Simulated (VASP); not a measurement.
# Ir (Immm) in VASP: a series of runs

Ir is run at these levels: PBE; tasks: single point.

All numbers are computed with VASP 6.6.1; they aren't measurements. Logs are shortened: lines on timing, memory, paths and dates and some standing lists are left out, and cuts for length are marked.

## (1) The cell of the first run

Symmetry: Immm, No. 71, orthorhombic system. Conventional cell: a = 2.702 Å, b = 2.716 Å, c = 3.831 Å, α = 90.00°, β = 90.00°, γ = 90.00°. Ir (site symmetry mmm) has 12 Ir at 2.70 to 2.72 Å within 3.6 Å.

## (2) Single point, PBE

File INCAR:

```
PREC = Accurate
ENCUT = 500
EDIFF = 1E-6
ISMEAR = -1
SIGMA = 0.1
LREAL = False
LASPH = True
NELM = 120
ALGO = Normal
ISIF = 2
LWAVE = False
LCHARG = False
GGA = PE
NBANDS = 10
GGA_COMPAT = False
```

File KPOINTS:

```
regular mesh
0
Gamma
  15 15 15
```

File POSCAR:

```
Ir
1.0
   -0.0047890000      1.9156000000      1.9156000000
    1.9156000000     -0.0047890000      1.9156000000
    1.9108110000      1.9108110000      0.0000000000
Ir
1
Direct
    0.0000000000      0.0000000000      0.0000000000
```

Potentials or basis: VASP PAW PBE potentials, release 64 (Ir).

Command:

```bash
$ cat potpaw_PBE.64/Ir/POTCAR > POTCAR
$ mpirun -np 1 vasp_std > vasp.out
```

OUTCAR:

```text
PREC = Accurate
   ENCUT = 500
   EDIFF = 1E-6
   ISMEAR = -1
   LREAL = False
   LASPH = True
   NELM = 120
   ISIF = 2
   GGA = PE

 ion  position               nearest neighbor table
   1  0.000  0.000  0.000-

  LATTYP: Found a body centered orthorhombic cell.
 ALAT       =     2.7022948313
 B/A-ratio  =     1.0050125313
 C/A-ratio  =     1.4177579573

  Lattice vectors:

 A1 = (   0.0047890000,  -1.9156000000,  -1.9156000000)
 A2 = (  -0.0047890000,   1.9156000000,  -1.9156000000)
 A3 = (   1.9156000000,  -0.0047890000,   1.9156000000)

Analysis of symmetry for initial positions (statically):
=====================================================================
 Subroutine PRICEL returns:
 Original cell was already a primitive cell.

 Routine SETGRP: Setting up the symmetry group for a
 body centered orthorhombic supercell.

 Subroutine GETGRP returns: Found  8 space group operations
 (whereof  8 operations were pure point group operations)
 out of a pool of  8 trial point group operations.

The static configuration has the point symmetry D_2h.

Analysis of symmetry for dynamics (positions and initial velocities):
=====================================================================
 Subroutine PRICEL returns:
 Original cell was already a primitive cell.

 Routine SETGRP: Setting up the symmetry group for a
 body centered orthorhombic supercell.

 Subroutine GETGRP returns: Found  8 space group operations
 (whereof  8 operations were pure point group operations)
 out of a pool of  8 trial point group operations.

The dynamic configuration has the point symmetry D_2h.

 Subroutine INISYM returns: Found  8 space group operations
 (whereof  8 operations are pure point group operations),
 and found     1 'primitive' translations

----------------------------------------------------------------------------------------

                                     Primitive cell

  volume of cell :      14.0586

  direct lattice vectors                    reciprocal lattice vectors
    -0.004789000  1.915600000  1.915600000    -0.260363916  0.260363916  0.261014826
     1.915600000 -0.004789000  1.915600000     0.260363916 -0.260363916  0.261014826
     1.910811000  1.910811000  0.000000000     0.261668998  0.261668998 -0.261014826

  length of vectors
     2.709071733  2.709071733  2.702294831     0.451339647  0.451339647  0.452846628

  position of ions in fractional coordinates (direct lattice)
     0.000000000  0.000000000  0.000000000

  ion indices of the primitive-cell ions
   primitive index   ion index
                 1           1

----------------------------------------------------------------------------------------

 KPOINTS: regular mesh

Automatic generation of k-mesh.
 Grid dimensions read from file:
 generate k-points for:   15   15   15

 Generating k-lattice:

  Cartesian coordinates                     Fractional coordinates (reciprocal lattice)
    -0.017357594  0.017357594  0.017400988     0.066666667  0.000000000  0.000000000
     0.017357594 -0.017357594  0.017400988     0.000000000  0.066666667  0.000000000
     0.017444600  0.017444600 -0.017400988     0.000000000  0.000000000  0.066666667

  Length of vectors
     0.030089310  0.030089310  0.030189775

  Shift w.r.t. Gamma in fractional coordinates (k-lattice)
     0.000000000  0.000000000  0.000000000

 Subroutine IBZKPT returns following result:
 ===========================================

 Found    512 irreducible k-points:

 Following reciprocal coordinates:
            Coordinates               Weight
  0.000000  0.000000  0.000000      1.000000
  0.066667  0.000000  0.000000      4.000000
  0.133333  0.000000  0.000000      4.000000
  0.200000  0.000000  0.000000      4.000000
  0.266667  0.000000  0.000000      4.000000
  0.333333  0.000000  0.000000      4.000000
[... 16 lines left out ...]
  0.133333  0.133333  0.000000      2.000000
  0.200000  0.133333  0.000000      4.000000
 [... further k-points ...]
   k-points           NKPTS =    512   k-points in BZ     NKDIM =    512   number of bands    NBANDS=     10
   number of dos      NEDOS =    301   number of ions     NIONS =      1
   total plane-waves  NPLWV =   8000
   dimension x,y,z NGX =    20 NGY =   20 NGZ =   20
   dimension x,y,z NGXF=    40 NGYF=   40 NGZF=   40
   ions per type =               1
   NGX,Y,Z   is equivalent  to a cutoff of  12.27, 12.27, 12.30 a.u.
   NGXF,Y,Z  is equivalent  to a cutoff of  24.55, 24.55, 24.61 a.u.
 SYSTEM =  unknown system
   PREC   = accura    normal or accurate (medium, high low for compatibility)
   ISTART =      0    job   : 0-new  1-cont  2-samecut
   ICHARG =      2    charge: 1-file 2-atom 10-const
   ISPIN  =      1    spin polarized calculation?
   LNONCOLLINEAR =      F non collinear calculations
   LSORBIT =      F    spin-orbit coupling
   LASPH  =      T    aspherical Exc in radial PAW
   ENCUT  =  500.0 eV  36.75 Ry    6.06 a.u.   4.94  4.94  4.93*2*pi/ulx,y,z
   NELM   =    120;   NELMIN=  2; NELMDL= -5     # of ELM steps
   EDIFF  = 0.1E-05   stopping-criterion for ELM
   LREAL  =      F    real-space projection
   EDIFFG = 0.1E-04   stopping-criterion for IOM
   NSW    =      0    number of steps for IOM
   IBRION =     -1    ionic relax: 0-MD 1-quasi-New 2-CG
   NFREE  =      0    steps in history (QN), initial steepest desc. (CG)
   ISIF   =      2    stress and relaxation
   ISYM   =      2    0-nonsym 1-usesym 2-fastsym
   POTIM  = 0.5000    time-step for ionic-motion
   TEBEG  =    0.0;   TEEND  =   0.0 temperature during run
   PSTRESS=    0.0 pullay stress
   NELECT =       9.0000    total number of electrons
   NUPDOWN=      -1.0000    fix difference up-down
   EMIN   =  10.00;   EMAX   =-10.00  energy-range for DOS
   EFERMI =   0.00;   METHOD = LEGACY
   ISMEAR =    -1;   SIGMA  =   0.10  broadening in eV -4-tet -1-fermi 0-gaus
   EFERMI_NEDOS =   21; number of points for ismear=-14 and -15
   IALGO  =     38    algorithm
   IMIX   =      4    mixing-type and parameters
     AMIX     =   0.40;   BMIX     =  1.00
     AMIX_MAG =   1.60;   BMIX_MAG =  1.00
  volume/ion in A,a.u.               =      14.06        94.87
  Fermi-wavevector in a.u.,A,eV,Ry     =   1.410940  2.666289 27.085804  1.990750
  Thomas-Fermi vector in A             =   2.532842
   LORBIT       =      0    0 simple, 1 ext, 2 COOP (PROOUT), +10 PAW based schemes
   GGA     = PE    functional components
   LHFCALC =     F    Hartree Fock is set to
   AEXX    =    0.0000 exact exchange contribution
   IVDW    =     0    specifies the selected vdW correction
   LEPSILON=     F    determine dielectric tensor
   LRPA    =     F    only Hartree local field effects (RPA)
 non-spin polarized calculation
  energy-cutoff  :      500.00
  volume of cell :       14.06
 maximum number of plane-waves:       367
   NGX =  9   NGY =  9   NGZ =  9

 number of electron       9.0000000 magnetization

 Free energy of the ion-electron system (eV)
  ---------------------------------------------------
  ext. energy  EPLUGINS =         0.00000000
  ---------------------------------------------------
  free energy    TOTEN  =        -8.85282398 eV

  energy without entropy =       -8.82532968  energy(sigma->0) =       -8.83907683

 E-fermi :  10.5277     XC(G=0): -14.0260

 val. band max:       10.5230275664   @ k =  -0.3333  -0.3333   0.3333
 cond. band min:      10.5307748262   @ k =  -0.3333  -0.0000   0.3333
 fundamental gap:      0.0077472598
 Fermi energy:        10.5276775592

 k-point     1 :       0.0000    0.0000    0.0000
  band No.  band energies     occupation
      1      -0.6715      2.00000
      2       6.5530      2.00000
      3       6.5913      2.00000
      4       6.6317      2.00000
      5       9.3079      1.99999
      6       9.3081      1.99999
      7      24.8289      0.00000
      8      30.3718      0.00000
      9      30.4529      0.00000
     10      30.5338      0.00000

 k-point     2 :       0.0667    0.0000    0.0000
  band No.  band energies     occupation
      1      -0.4737      2.00000
      2       6.4605      2.00000
      3       6.6631      2.00000
      4       6.7172      2.00000
      5       9.2544      1.99999
      6       9.2547      1.99999
      7      25.1703      0.00000
      8      29.3951      0.00000
      9      30.7550      0.00000
     10      30.8591      0.00000

 k-point     3 :       0.1333    0.0000    0.0000
  band No.  band energies     occupation
      1       0.0894      2.00000
      2       6.2149      2.00000
      3       6.8625      2.00000
      4       6.9238      2.00000
      5       9.1607      2.00000
      6       9.1621      2.00000
      7      26.0623      0.00000
      8      27.5964      0.00000
      9      31.6965      0.00000
     10      31.7925      0.00000

 k-point     4 :       0.2000    0.0000    0.0000
  band No.  band energies     occupation
      1       0.9053      2.00000
      2       6.0119      2.00000
      3       7.0196      2.00000
      4       7.0868      2.00000
      5       9.2251      2.00000
      6       9.2307      2.00000
      7      25.6818      0.00000
      8      27.1235      0.00000
      9      33.1202      0.00000
     10      33.2032      0.00000
[... 222 lines left out ...]
 k-point    22 :      -0.0667    0.0667    0.0000
  band No.  band energies     occupation
      1      -0.1533      2.00000
      2       6.2659      2.00000
      3       6.8368      2.00000
      4       6.8400      2.00000
      5       9.0231      2.00000
      6       9.3494      1.99998
      7      25.7031      0.00000
      8      28.5112      0.00000
      9      30.6508      0.00000
     10      31.6869      0.00000

 k-point    23 :       0.1333    0.1333    0.0000
  band No.  band energies     occupation
      1       0.3545      2.00000
      2       5.8510      2.00000
      3       7.1523      2.00000
      4       7.2246      2.00000
      5       8.4583      2.00000
      6       9.6137      1.99979
      7      26.5873      0.00000
      8      28.7682      0.00000
      9      30.5837      0.00000
     10      30.7554      0.00000

 k-point    24 :       0.2000    0.1333    0.0000
  band No.  band energies     occupation
      1       0.9875      2.00000
      2       5.5294      2.00000
      3       7.3504      2.00000
      4       7.5147      2.00000
      5       8.2780      2.00000
      6       9.7813      1.99885
      7      27.5641      0.00000
      8      27.6115      0.00000
      9      30.8491      0.00000
     10      31.2271      0.00000

 [... further k-points ...]
[... 5 lines left out ...]
  --------------------------------------------------------------------------------------
  -------------------------------------------------------------------------------------
  Total        1.0780820      1.0780820      1.0762090      0.1293323      0.0000000      0.0000000
  in kB      122.8628525    122.8628525    122.6493999     14.7392629      0.0000000      0.0000000
  external PRESSURE =     122.7917016 kB  Pullay stress =       0.0000000 kB

 VOLUME and BASIS-vectors are now :
 -----------------------------------------------------------------------------
  energy-cutoff  :      500.00
  volume of cell :       14.06
      direct lattice vectors                 reciprocal lattice vectors
    -0.004789000  1.915600000  1.915600000    -0.260363916  0.260363916  0.261014826
     1.915600000 -0.004789000  1.915600000     0.260363916 -0.260363916  0.261014826
     1.910811000  1.910811000  0.000000000     0.261668998  0.261668998 -0.261014826

 POSITION                                       TOTAL-FORCE (eV/Angst)
 -----------------------------------------------------------------------------------
      0.00000      0.00000      0.00000         0.000000     -0.000000     -0.000000
 -----------------------------------------------------------------------------------
    total drift:                                0.000000      0.000000     -0.000000

  FREE ENERGIE OF THE ION-ELECTRON SYSTEM (eV)
  ---------------------------------------------------
  free  energy   TOTEN  =        -8.8528239848 eV

  energy  without entropy=       -8.8253296798  energy(sigma->0) =       -8.83907683
```

Run time: 66 s. Hardware: 1 thread of Intel Xeon 8259CL, shared host; peak memory 0.19 GiB.

Results:

| Quantity | Value |
| --- | --- |
| Free energy | -8.8528 eV |
| Pressure | 12.3 GPa |
| Band gap on the k mesh | zero (an odd number of electrons rules out a gap without spin polarisation) |

Stress tensor (GPa, compression positive):
```
12.29  1.47  0.00
 1.47 12.29  0.00
 0.00  0.00 12.26
```

Levels at points of the mesh, in eV from the Fermi level:
```tsv
k point	band 2	band 3	band 4	band 5	band 6	band 7
(0.00, 0.00, 0.00)	-3.97	-3.94	-3.90	-1.22	-1.22	14.30
```

Caveat: the cell stands under pressure; spin-orbit coupling is left out, which moves the levels of the heavy elements.

[end of part 1 of 2]
